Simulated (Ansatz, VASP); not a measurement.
Two plane-wave programs on Ru

File INCAR:

```
PREC     = Accurate       # precision mode
ENCUT    = 600            # plane-wave cutoff, eV
EDIFF    = 1E-6           # SCF threshold, eV
ISMEAR   = 0              # smearing method
SIGMA    = 0.15           # smearing width, eV
LREAL    = F              # projectors in reciprocal space
LASPH    = T              # aspherical terms in the spheres
NELM     = 80             # most SCF steps
ALGO     = Fast           # electronic algorithm
ISIF     = 3              # what is computed and relaxed
LWAVE    = F              # write WAVECAR
LCHARG   = F              # write CHGCAR
GGA      = PS             # functional
IBRION   = 2              # ionic algorithm
NSW      = 100            # ionic steps
EDIFFG   = -0.01          # ionic threshold
```

The input KPOINTS:

```
Automatic mesh
0
Gamma
  12 12 8
```

Contents of POSCAR:

```
Ru
1.0
    2.6895239998      0.0000000000      0.0000000000
   -1.3447619999      2.3291961079      0.0000000000
    0.0000000000      0.0000000000      4.2519209521
Ru
2
Direct
    0.3578773476      0.6850920249      0.2392661783
    0.6421226524      0.3149079751      0.7607338217
```

Input for Ansatz:

```yaml
crystal:
  lattice:
    - [2.6895239998, 0.0, 0.0]
    - [-1.3447619999, 2.3291961079, 0.0]
    - [0.0, 0.0, 4.2519209521]
  atoms:
    - { symbol: Ru, position: [0.3578773476, 0.6850920249, 0.2392661783] }
    - { symbol: Ru, position: [0.6421226524, 0.3149079751, 0.7607338217] }
basis:
  ecutwfc: 420
kpoints:
  mp_grid: { grid: [12, 12, 8] }
hamiltonian:
  xc: pbesol
scf:
  occupations: { method: gaussian, width: 0.15 }
output:
  forces: true
  stress: true
  eigenvalues: true
relax:
  adjacent_minimum: "off"
  f_tol: 0.01
  max_steps: 80
  cell: { stress_tol: 0.1 }
```

Change from the starting cell: atom 1 moved 0.15 Å; relaxed back.

Alike in both runs: task relaxation of cell and atoms; functional PBEsol; k mesh 12 × 12 × 8; occupations gaussian, width 0.15 eV; no spin polarisation.

|  | VASP | Ansatz |
| --- | --- | --- |
| version | VASP 6.6.1 | Ansatz 0.2.0 |
| potentials or method | VASP PAW PBE potentials, release 64 (Ru_pv), cutoff 600 eV | scalar-relativistic, plane waves, PAW |
| valence electrons in the cell | 28 | 32 |

|  | VASP | Ansatz | Ansatz less VASP |
| --- | --- | --- | --- |
| gap on the k mesh at the Fermi level, each at its own relaxed structure (eV) | none | none | - |
| relaxed volume (Å³/atom) | 13.31 | 13.32 | +0.003 |
| relaxed length of the cell vector where the two differ most in proportion (Å) | 2.689 | 2.690 | +0.0010 |

VASP's potentials were made for PBE, not for PBEsol. A gap of «none» marks a metal or a gap that the smearing closes. VASP's potentials hold 28 valence electrons a cell and Ansatz's 32, so a difference there can come from the potentials and not from the codes.
